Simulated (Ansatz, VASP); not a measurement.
One calculation of Cu, two programs

INCAR

```
PREC = Accurate
ENCUT = 520
EDIFF = 1E-6
ISMEAR = 0
SIGMA = 0.15
LREAL = F
LASPH = T
NELM = 80
ALGO = Fast
ISIF = 2
LWAVE = F
LCHARG = F
GGA = PS
NBANDS = 30
```

The input KPOINTS:

```
regular mesh
0
Gamma
  24 24 6
```

Contents of POSCAR:

```
Cu
1.0
    2.5197984277      0.0000000000      0.0000000000
   -1.2598992139      2.1822094508      0.0000000000
    0.0000000000      0.0000000000      8.2352547859
Cu
4
Direct
    0.0000000000      0.0000000000      0.0000000000
    0.2142761910      0.6666666667      0.2500000000
    0.0000000000      0.0000000000      0.5000000000
    0.6666666667      0.3333333333      0.7500000000
```

Input for Ansatz:

```yaml
crystal:
  lattice:
    - [2.5197984277, 0.0, 0.0]
    - [-1.2598992139, 2.1822094508, 0.0]
    - [0.0, 0.0, 8.2352547859]
  atoms:
    - { symbol: Cu, position: [0.0, 0.0, 0.0] }
    - { symbol: Cu, position: [0.214276191, 0.6666666667, 0.25] }
    - { symbol: Cu, position: [0.0, 0.0, 0.5] }
    - { symbol: Cu, position: [0.6666666667, 0.3333333333, 0.75] }
basis:
  ecutwfc: 420
kpoints:
  mp_grid: { grid: [24, 24, 6] }
hamiltonian:
  xc: pbesol
scf:
  occupations: { method: gaussian, width: 0.15 }
output:
  forces: true
  stress: true
  eigenvalues: true
  write_density: true
  write_potential: true
  elf: true
  volumetric_format: npy
```

Alike in both runs: task single point; functional PBEsol; k mesh 24 × 24 × 6; occupations gaussian, width 0.15 eV; no spin polarisation.

|  | VASP | Ansatz |
| --- | --- | --- |
| version | VASP 6.6.1 | Ansatz 0.2.0 |
| potentials or method | VASP PAW PBE potentials, release 64 (Cu), cutoff 520 eV | scalar-relativistic, plane waves, PAW |
| valence electrons in the cell | 44 | 76 |

|  | VASP | Ansatz | Ansatz less VASP |
| --- | --- | --- | --- |
| gap on the k mesh at the Fermi level (eV) | none | none | - |
| pressure (GPa) | 1.5 | 0.6 | -0.88 |
| traceless stress, the component that is largest in VASP (GPa) | -2.02 | -2.01 | +0.006 |
| rms of the force components (eV/Å) | 0.181 | 0.181 | +0.0002 |

VASP's potentials were made for PBE, not for PBEsol. Atom by atom the forces differ by 0.000 eV/Å (rms over components). A gap of «none» marks a metal or a gap that the smearing closes. VASP's potentials hold 44 valence electrons a cell and Ansatz's 76, so a difference there can come from the potentials and not from the codes.
